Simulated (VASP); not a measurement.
Input of a VASP 6.6.1 run:

The input INCAR:

```
SYSTEM = TaAs
  PREC = Accurate
  ENCUT = 520
  EDIFF = 1E-6
  ISMEAR = -1
  SIGMA = 0.05
  LREAL = .False.
  LASPH = .True.
  NELM = 60
  ALGO = Normal
  ISIF = 2
  LWAVE = .False.
  LCHARG = .False.
  GGA = PS
  NBANDS = 24
```

Contents of KPOINTS:

```
regular mesh
0
Gamma
  9 9 9
  0 0 0
```

File POSCAR:

```
TaAs
1.0
   -1.7132042954      1.7132042954      5.8679415361
    1.7132042954     -1.7132042954      5.8679415361
    1.7304224290      1.7304224290     -5.8679415361
Ta As
2 2
Direct
    0.4999673000      0.4999673000      0.0000000000
    0.2499673000      0.7499673000      0.5000000000
    0.0826321200      0.0826321200      0.0000000000
    0.8326321200      0.3326321200      0.5000000000
```

Potentials or basis: VASP PAW PBE potentials, release 64 (Ta_pv, As).

The run is started by

```sh
$ cat potpaw_PBE.64/Ta_pv/POTCAR potpaw_PBE.64/As/POTCAR > POTCAR
$ mpirun -np 1 vasp_std > vasp.out
```

**Question.** Estimate the pressure.

**Answer.** -3.2 GPa.

**Question.** Estimate the largest force.

**Answer.** 0.019 eV/Å.

**Question.** Predict the band gap on the k mesh.

**Answer.** Zero (filled and empty bands touch).

Forces on the atoms (eV/Å):
```
Ta   0.000  0.000  0.019
Ta   0.000  0.000  0.019
As   0.000  0.000 -0.019
As   0.000  0.000 -0.019
```

Caveat: the PAW data sets were made with another functional, which shifts forces and pressure a little; spin-orbit coupling is left out, which moves the levels of the heavy elements.
